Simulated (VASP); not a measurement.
SiC:

```
CELL_PARAMETERS angstrom
3.19837 0.00000 0.00000
-1.59919 2.76987 0.00000
0.00000 0.00000 5.01742
ATOMIC_POSITIONS crystal
Si 0.33333 0.66667 0.99779
Si 0.66667 0.33333 0.49779
C 0.33333 0.66667 0.37721
C 0.66667 0.33333 0.87721
```

This cell differs from its parent crystal: epitaxial xy strain +4.0%.

Base run:

* Program: VASP 6.6.1
* Functional: r2SCAN
* Potentials or basis: VASP PAW PBE potentials, release 64 (Si, C)
* Cutoff: 520 eV
* k mesh: 12 × 12 × 6
* Occupations: gaussian, width 0.01 eV
* Spin: no spin polarisation

Its results: band gap on the k mesh 2.60 eV (least direct gap 3.88 eV); pressure -14.3 GPa.

Q: The run is repeated on the same cell with these changes: functional from r2SCAN to PBE; occupations from gaussian, width 0.01 eV to fermi-dirac, width 0.02 eV. What comes out?

A: Band gap on the k mesh 2.20 eV (least direct gap 3.40 eV); pressure -10.6 GPa.

Caveats: the cell stands under tension; the PAW data sets were made with another functional, which shifts forces and pressure a little (at least some runs).

A k mesh can miss the band edges.
